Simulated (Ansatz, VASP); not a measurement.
**FeO in VASP and in Ansatz**

```
CELL_PARAMETERS angstrom
0.00000 2.17321 2.17321
2.17321 0.00000 2.17321
2.17321 2.17321 0.00000
ATOMIC_POSITIONS crystal
Fe 0.00000 0.00000 0.00000
O 0.50000 0.50000 0.50000
```

Change from the starting cell: volume scaled by 1.025.

Alike in both runs: task single point; functional PBE; k mesh 15 × 15 × 15; occupations fermi-dirac, width 0.03 eV; collinear spin.

|  | VASP | Ansatz |
| --- | --- | --- |
| version | VASP 6.6.1 | Ansatz 0.2.0 |
| potentials or method | VASP PAW PBE potentials, release 64 (Fe, O), cutoff 520 eV | all-electron LAPW, scalar-relativistic |

VASP gave:

* pressure (GPa): -4.5
* net moment per atom (μB): 2.00
* size of the moment on the site where the two differ most (μB): 0.30

**Question.** Which values does Ansatz return?

**Answer.** Pressure (GPa): -4.7; net moment per atom (μB): 2.00; size of the moment on the site where the two differ most (μB): 0.32.

Site moments also hang on the region over which each program counts them. Ansatz ran all-electron here, and VASP with PAW potentials.
